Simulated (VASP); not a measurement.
# SnSe2 (P-3m1) in VASP: further runs

SnSe2 is run at these levels: PBE+D3(BJ); tasks: single point.

All numbers are computed with VASP 6.6.1; they aren't measurements. Logs are shortened: lines on timing, memory, paths and dates and some standing lists are left out, and cuts for length are marked.

### Step 1. The cell of the first run

Symmetry: P-3m1, No. 164, trigonal system. Conventional cell: a = 3.839 Å, b = 3.839 Å, c = 6.028 Å, α = 90.00°, β = 90.00°, γ = 120.00°. Within 3.6 Å of Sn (site symmetry -3m) lie 6 Se at 2.73 Å. Within 3.6 Å of Se (site symmetry 3m) lie 3 Sn at 2.73 Å.

### Step 2. Single point, PBE+D3(BJ)

The input, INCAR:

```
ALGO = Normal
EDIFF = 1E-7
ENCUT = 520
GGA = PE
ISIF = 2
ISMEAR = 0
IVDW = 12
LASPH = T
LCHARG = F
LREAL = F
LWAVE = F
NBANDS = 20
NELM = 100
PREC = Accurate
SIGMA = 0.1
```

The input, KPOINTS:

```
k-points
0
Gamma
  6 6 4
```

The input, POSCAR:

```
SnSe2
1.0
    3.8389775903      0.0000000000      0.0000000000
   -1.9194887951      3.3246521177      0.0000000000
    0.0000000000      0.0000000000      6.0278085357
Sn Se
1 2
Direct
    0.0000000000      0.0000000000      0.0000000000
    0.3333333333      0.6666666667      0.2645002942
    0.6666666667      0.3333333333      0.7354997058
```

Potentials or basis: VASP PAW PBE potentials, release 64 (Sn_d, Se).

The run is started by

```
$ cat potpaw_PBE.64/Sn_d/POTCAR potpaw_PBE.64/Se/POTCAR > POTCAR
$ mpirun -np 1 vasp_std > vasp.out
```

OUTCAR:

```text
EDIFF = 1E-7
   ENCUT = 520
   GGA = PE
   ISIF = 2
   ISMEAR = 0
   IVDW = 12
   LASPH = T
   LREAL = F
   NELM = 100
   PREC = Accurate
 IVDW          = 12

 ion  position               nearest neighbor table
   1  0.000  0.000  0.000-   2 2.73   3 2.73   2 2.73   3 2.73   3 2.73   2 2.73
   2  0.333  0.667  0.265-   1 2.73   1 2.73   1 2.73
   3  0.667  0.333  0.735-   1 2.73   1 2.73   1 2.73

  LATTYP: Found a hexagonal cell.
 ALAT       =     3.8389775903
 C/A-ratio  =     1.5701598652

  Lattice vectors:

 A1 = (   3.8389775903,   0.0000000000,   0.0000000000)
 A2 = (  -1.9194887951,   3.3246521177,   0.0000000000)
 A3 = (   0.0000000000,   0.0000000000,   6.0278085357)

Analysis of symmetry for initial positions (statically):
=====================================================================
 Subroutine PRICEL returns:
 Original cell was already a primitive cell.

 Routine SETGRP: Setting up the symmetry group for a
 hexagonal supercell.

 Subroutine GETGRP returns: Found 12 space group operations
 (whereof 12 operations were pure point group operations)
 out of a pool of 24 trial point group operations.

The static configuration has the point symmetry D_3d.

Analysis of symmetry for dynamics (positions and initial velocities):
=====================================================================
 Subroutine PRICEL returns:
 Original cell was already a primitive cell.

 Routine SETGRP: Setting up the symmetry group for a
 hexagonal supercell.

 Subroutine GETGRP returns: Found 12 space group operations
 (whereof 12 operations were pure point group operations)
 out of a pool of 24 trial point group operations.

The dynamic configuration has the point symmetry D_3d.

 Subroutine INISYM returns: Found 12 space group operations
 (whereof 12 operations are pure point group operations),
 and found     1 'primitive' translations

----------------------------------------------------------------------------------------

                                     Primitive cell

  volume of cell :      76.9345

  direct lattice vectors                    reciprocal lattice vectors
     3.838977590  0.000000000  0.000000000     0.260486022  0.150391675  0.000000000
    -1.919488795  3.324652118  0.000000000     0.000000000  0.300783350  0.000000000
[... 83 lines left out ...]
   LASPH  =      T    aspherical Exc in radial PAW
   ENCUT  =  520.0 eV  38.22 Ry    6.18 a.u.   7.14  7.14 11.21*2*pi/ulx,y,z
   NELM   =    100;   NELMIN=  2; NELMDL= -5     # of ELM steps
   EDIFF  = 0.1E-06   stopping-criterion for ELM
   LREAL  =      F    real-space projection
   EDIFFG = 0.1E-05   stopping-criterion for IOM
   NSW    =      0    number of steps for IOM
   IBRION =     -1    ionic relax: 0-MD 1-quasi-New 2-CG
   NFREE  =      0    steps in history (QN), initial steepest desc. (CG)
   ISIF   =      2    stress and relaxation
   ISYM   =      2    0-nonsym 1-usesym 2-fastsym
   POTIM  = 0.5000    time-step for ionic-motion
   TEBEG  =    0.0;   TEEND  =   0.0 temperature during run
   PSTRESS=    0.0 pullay stress
   NELECT =      26.0000    total number of electrons
   NUPDOWN=      -1.0000    fix difference up-down
   EMIN   =  10.00;   EMAX   =-10.00  energy-range for DOS
   EFERMI =   0.00;   METHOD = LEGACY
   ISMEAR =     0;   SIGMA  =   0.10  broadening in eV -4-tet -1-fermi 0-gaus
   EFERMI_NEDOS =   21; number of points for ismear=-14 and -15
   IALGO  =     38    algorithm
   IMIX   =      4    mixing-type and parameters
     AMIX     =   0.40;   BMIX     =  1.00
     AMIX_MAG =   1.60;   BMIX_MAG =  1.00
  volume/ion in A,a.u.               =      25.64       173.06
  Fermi-wavevector in a.u.,A,eV,Ry     =   1.140317  2.154886 17.691961  1.300322
  Thomas-Fermi vector in A             =   2.277019
   LORBIT       =      0    0 simple, 1 ext, 2 COOP (PROOUT), +10 PAW based schemes
   GGA     = PE    functional components
   LHFCALC =     F    Hartree Fock is set to
   AEXX    =    0.0000 exact exchange contribution
   IVDW    =    12    specifies the selected vdW correction
   LEPSILON=     F    determine dielectric tensor
   LRPA    =     F    only Hartree local field effects (RPA)
 non-spin polarized calculation
 Gauss-broadening in eV      SIGMA  =   0.10
  energy-cutoff  :      520.00
  volume of cell :       76.93
 maximum number of plane-waves:      2100
 NGX is ok and might be reduce to    30
   NGX = 15   NGY = 15   NGZ = 23

 number of electron      26.0000002 magnetization

 Free energy of the ion-electron system (eV)
  ---------------------------------------------------
  ext. energy  EPLUGINS =         0.00000000
  ---------------------------------------------------
  free energy    TOTEN  =       -11.79818914 eV

  energy without entropy =      -11.79818900  energy(sigma->0) =      -11.79818907

 E-fermi :   4.6262     XC(G=0):  -9.5461

 val. band max:        4.3032048465   @ k =   0.1667   0.0000   0.0000
 cond. band min:       4.9492259585   @ k =   0.5000   0.0000   0.2500
 fundamental gap:      0.6460211120
 Fermi energy:         4.6261701581

 k-point     1 :       0.0000    0.0000    0.0000
  band No.  band energies     occupation
      1     -17.0053      2.00000
      2     -17.0053      2.00000
      3     -16.9723      2.00000
      4     -16.9606      2.00000
      5     -16.9606      2.00000
      6      -9.5318      2.00000
[... 541 lines left out ...]
     19      13.4188      0.00000
     20      13.4310      0.00000

------------------------ aborting loop because EDIFF is reached ----------------------------------------

 Edisp (eV)   -1.08866

 E8    (eV) :    -0.4765

  FORCE on cell =-STRESS in cart. coord.  units (eV):
  Direction    XX          YY          ZZ          XY          YZ          ZX
  --------------------------------------------------------------------------------------
  -------------------------------------------------------------------------------------
  Total       0.05558     0.05558    -0.04055     0.00000     0.00000     0.00000
  in kB       1.15745     1.15745    -0.84440     0.00000     0.00000     0.00000
  external pressure =        0.49 kB  Pullay stress =        0.00 kB

 VOLUME and BASIS-vectors are now :
 -----------------------------------------------------------------------------
  energy-cutoff  :      520.00
  volume of cell :       76.93
      direct lattice vectors                 reciprocal lattice vectors
     3.838977590  0.000000000  0.000000000     0.260486022  0.150391675  0.000000000
    -1.919488795  3.324652118  0.000000000     0.000000000  0.300783350  0.000000000
     0.000000000  0.000000000  6.027808536     0.000000000  0.000000000  0.165897771

 POSITION                                       TOTAL-FORCE (eV/Angst)
 -----------------------------------------------------------------------------------
      0.00000      0.00000      0.00000         0.000000      0.000000      0.000000
     -0.00000      2.21643      1.59436        -0.000000      0.000000      0.002215
      1.91949      1.10822      4.43345         0.000000     -0.000000     -0.002215
 -----------------------------------------------------------------------------------
    total drift:                                0.000000     -0.000000      0.000000

  FREE ENERGIE OF THE ION-ELECTRON SYSTEM (eV)
  ---------------------------------------------------
  free  energy   TOTEN  =       -12.8868471529 eV

  energy  without entropy=      -12.8868470122  energy(sigma->0) =      -12.88684708
```

stdout:

```text
POSCAR found type information on POSCAR SnSe
 POSCAR found :  2 types and       3 ions
 scaLAPACK will be used
 LDA part: xc-table for (Slater+PW92), standard interpolation
 POSCAR, INCAR and KPOINTS ok, starting setup
 FFT: planning ... GRIDC
 FFT: planning ... GRID_SOFT
 FFT: planning ... GRID
 WAVECAR not read
 entering main loop
```

Wall time 46 s (1 thread of Intel Xeon Platinum 8488C (Sapphire Rapids), shared host); peak memory 0.21 GiB.

Results:

```yaml
Free_energy: -12.8868 eV
Pressure: 0.0 GPa
Band_gap_on_the_k_mesh: 0.65 eV, indirect (least direct gap 0.84 eV)
Dispersion_energy_per_atom: -0.363 eV
```

Forces in eV/Å, atoms in the order of the input:
```
Sn   0.000  0.000  0.000
Se   0.000  0.000  0.002
Se   0.000  0.000 -0.002
```

Levels at points of the mesh, in eV from the valence-band top:
| k point | band 9 | band 10 | band 11 | band 12 | band 13 | band 14 | band 15 | band 16 | band 17 | band 18 |
| --- | --- | --- | --- | --- | --- | --- | --- | --- | --- | --- |
| (0.00, 0.00, 0.00) | -0.62 | -0.62 | -0.45 | -0.45 | -0.04 | 0.80 | 3.01 | 4.57 | 4.57 | 8.15 |
| (0.50, 0.00, 0.00) | -4.27 | -3.13 | -2.56 | -1.57 | -0.29 | 1.19 | 3.59 | 5.00 | 5.12 | 6.90 |
| (0.00, 0.00, 0.50) | -2.34 | -0.78 | -0.78 | -0.20 | -0.20 | 2.47 | 2.87 | 4.20 | 4.20 | 7.48 |
| (0.50, 0.00, 0.50) | -4.91 | -2.28 | -1.97 | -1.00 | -0.88 | 0.69 | 3.99 | 4.61 | 5.81 | 6.05 |

Caveat: spin-orbit coupling is left out, which moves the levels of the heavy elements. A k mesh can miss the band edges.

### Step 3. Single point, PBE+D3(BJ) (volume scaled by 0.88, then relaxed in part)

The input, INCAR:

```
SYSTEM = SnSe2
PREC = Accurate
ENCUT = 520
EDIFF = 1E-6
ISMEAR = 0
SIGMA = 0.02
LREAL = .False.
LASPH = .True.
NELM = 100
ALGO = Normal
ISIF = 2
LWAVE = .False.
LCHARG = .False.
GGA = PE
IVDW = 12
NBANDS = 20
```

The input, KPOINTS:

```
regular mesh
0
Gamma
  12 12 6
  0 0 0
```

The input, POSCAR:

```
SnSe2
1.0
    3.7660370506      0.0000000000      0.0000000000
   -1.8830185253      3.2614837574      0.0000000000
    0.0000000000      0.0000000000      5.4973504692
Sn Se
1 2
Direct
    0.0000000000      0.0000000000      0.0000000000
    0.3333333333      0.6666666667      0.2886678439
    0.6666666667      0.3333333333      0.7113321561
```

Potentials or basis: VASP PAW PBE potentials, release 64 (Sn_d, Se).

The run is started by

```
$ cat potpaw_PBE.64/Sn_d/POTCAR potpaw_PBE.64/Se/POTCAR > POTCAR
$ mpirun -np 1 vasp_std > vasp.out
```

Run time: 1.8 min. Hardware: 1 thread of Intel Xeon Platinum 8488C (Sapphire Rapids), shared host; peak memory 0.27 GiB.

It converged, with:

```
Free energy                : -12.7464 eV
Pressure                   : 6.4 GPa
Largest force              : 0.019 eV/Å
Band gap on the k mesh     : zero (band 13 reaches 6.41 eV, above the bottom of band 14 at 6.06 eV)
Dispersion energy per atom : -0.417 eV
```

Forces in eV/Å, atoms in the order of the input:
```
Sn   0.000  0.000  0.000
Se   0.000  0.000  0.019
Se   0.000  0.000 -0.019
```

Levels at points of the mesh, in eV from the Fermi level:
```
           k point  band 11  band 12  band 13  band 14  band 15  band 16
(0.00, 0.00, 0.00)    -1.10    -1.10    -0.14     0.56     2.75     4.39
(0.50, 0.00, 0.00)    -3.48    -2.86    -0.53     1.30     3.15     4.02
(0.00, 0.00, 0.50)    -1.53    -0.59    -0.59     2.50     2.73     3.56
(0.50, 0.00, 0.50)    -2.32    -1.95    -1.82     0.74     3.41     4.29
```

Caveat: spin-orbit coupling is left out, which moves the levels of the heavy elements; pairwise dispersion overbinds metals, which lowers pressure and volume.
